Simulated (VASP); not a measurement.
Set up this calculation in VASP 6.6.1, as the native input.

```yaml
Task: single point
Functional: PBE
Potentials_or_basis: VASP PAW PBE potentials, release 64 (Zr_sv, B)
Cutoff: 520 eV
k_mesh: 7 × 7 × 7
Occupations: gaussian, width 0.2 eV
Spin: no spin polarisation
Dipole_correction: no
Further_INCAR_settings: ALGO = Normal; EDIFF = 1e-06; NBANDS = 23
```

The structure of ZrB lies in POSCAR:

```
ZrB
1.0
    1.5956328712      0.9212390677      6.2879393810
   -1.5956328712      0.9212390677      6.2879393810
    0.0000000000     -1.8424781354      6.2879393810
Zr B
2 2
Direct
    0.9087978394      0.9087978394      0.9087978394
    0.0912021606      0.0912021606      0.0912021606
    0.6664050183      0.6664050183      0.6664050183
    0.3335949817      0.3335949817      0.3335949817
```

The cell was generated, and may not be a known phase.

One way to write it, as run:

INCAR

```
SYSTEM = ZrB
PREC = Accurate
ENCUT = 520
EDIFF = 1E-6
ISMEAR = 0
SIGMA = 0.2
LREAL = .False.
LASPH = .True.
NELM = 60
ALGO = Normal
ISIF = 2
LWAVE = .False.
LCHARG = .False.
GGA = PE
NBANDS = 23
```

KPOINTS

```
regular mesh
0
Gamma
  7 7 7
  0 0 0
```

Potentials or basis: VASP PAW PBE potentials, release 64 (Zr_sv, B).

Launch:

```console
$ cat potpaw_PBE.64/Zr_sv/POTCAR potpaw_PBE.64/B/POTCAR > POTCAR
$ mpirun -np 1 vasp_std > vasp.out
```

Results of the run:

```
Pressure               : 0.5 GPa
Largest force          : 0.010 eV/Å
Band gap on the k mesh : zero (bands 15 and 16 overlap by 1.37 eV)
```

Run time: 7 min on 1 thread of Intel(R) Xeon(R) Platinum 8375C CPU @ 2.90GHz (Ice Lake) (shared host), peak memory 0.35 GiB.
